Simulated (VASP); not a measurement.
Al3Cu2, 5 atoms in the cell. It takes space group P-3m1 (No. 164, trigonal). The conventional cell has a = 3.629 Å, b = 3.629 Å, c = 4.439 Å, α = 90.00°, β = 90.00°, γ = 120.00°. Al (site symmetry -3m) has 6 Cu at 2.20 Å and 6 Al at 2.63 Å within 2.9 Å. Within 2.9 Å of Al (site symmetry 3m) lie 5 Cu at 2.17 to 2.28 Å and 6 Al at 2.45 to 2.63 Å. Cu (site symmetry 3m) has 8 Al at 2.17 to 2.28 Å and 3 Cu at 2.50 Å within 2.9 Å. 

```yaml
Program: VASP 6.6.1
Task: single point
Functional: PBEsol
Potentials_or_basis: VASP PAW PBE potentials, release 64 (Al, Cu)
Cutoff: 520 eV
k_mesh: 12 × 12 × 8
Occupations: gaussian, width 0.1 eV
Spin: no spin polarisation
Dipole_correction: no
Further_INCAR_settings: ALGO = Fast; EDIFF = 1e-07; NBANDS = 24
```

Potentials or basis: VASP PAW PBE potentials, release 64 (Al, Cu).

The run is started by

```console
$ cat potpaw_PBE.64/Al/POTCAR potpaw_PBE.64/Cu/POTCAR > POTCAR
$ mpirun -np 1 vasp_std > vasp.out
```

Hardware: 1 thread of Intel(R) Xeon(R) 6975P-C (Granite Rapids), on a shared host.

Q: Estimate the wall time of this run.

A: Wall time 2.1 min on 1 thread of Intel(R) Xeon(R) 6975P-C (Granite Rapids), with other jobs on the host, peak memory 0.26 GiB. Counts: scf iterations 25, k points 131.
